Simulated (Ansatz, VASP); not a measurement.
One calculation of V, two programs

```
V
1.0
     0.00000    2.56357    2.56357
     2.56357    0.00000    2.56357
     2.56357    2.56357    0.00000
V
2
Direct
  0.71750 0.92750 0.92750
  0.28250 0.07250 0.07250
```

Change from the starting cell: shortest bond scaled by 0.58, crystal datasets.

Alike in both runs: task electric field gradients; functional PBEsol; k mesh 10 × 10 × 10; occupations fermi-dirac, width 0.05 eV; no spin polarisation.

```csv
,VASP,Ansatz
version,VASP 6.6.1,Ansatz 0.2.0
potentials or method,"VASP PAW PBE potentials, release 64 (V_sv), cutoff 520 eV","all-electron PAW with datasets made for the crystal, scalar-relativistic"
```

|  | VASP | Ansatz | Ansatz less VASP |
| --- | --- | --- | --- |
| pressure (GPa) | 202.3 | 148.4 | -53.91 |
| traceless stress, the component that is largest in VASP (GPa) | -208.17 | -150.57 | +57.593 |
| rms of the force components (eV/Å) | 57.388 | 40.565 | -16.8231 |
| size of Vzz on the site where it differs most (V/Å²) | 385.2 | 200.1 | -185.08 |

VASP's potentials were made for PBE, not for PBEsol. Atom by atom the forces differ by 16.823 eV/Å (rms over components). The pressures are high and differ by over a tenth, so treat them with care. Ansatz ran all-electron here, and VASP with PAW potentials.

Noted on VASP's run: the cell as given lies far from equilibrium.
